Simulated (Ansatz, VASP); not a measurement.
Pd in VASP and in Ansatz

```
Pd
1.0
     0.00000    1.91353    2.00920
     1.91353    0.00000    2.00920
     1.91353    1.91353    0.00000
Pd
1
Direct
  0.00000 0.00000 0.00000
```

Alike in both runs: task single point; functional PBEsol; k mesh 24 × 24 × 24; occupations gaussian, width 0.15 eV; no spin polarisation.

```csv
,VASP,Ansatz
version,VASP 6.6.1,Ansatz 0.2.0
potentials or method,"VASP PAW PBE potentials, release 64 (Pd), cutoff 520 eV","scalar-relativistic, plane waves, PAW"
valence electrons in the cell,10,18
```

|  | VASP | Ansatz | Ansatz less VASP |
| --- | --- | --- | --- |
| gap on the k mesh at the Fermi level (eV) | none | none | - |
| pressure (GPa) | -2.2 | -1.9 | +0.32 |
| traceless stress, the component that is largest in VASP (GPa) | -2.23 | -2.25 | -0.026 |

VASP's potentials were made for PBE, not for PBEsol. A gap of «none» marks a metal or a gap that the smearing closes. VASP's potentials hold 10 valence electrons a cell and Ansatz's 18, so a difference there can come from the potentials and not from the codes.
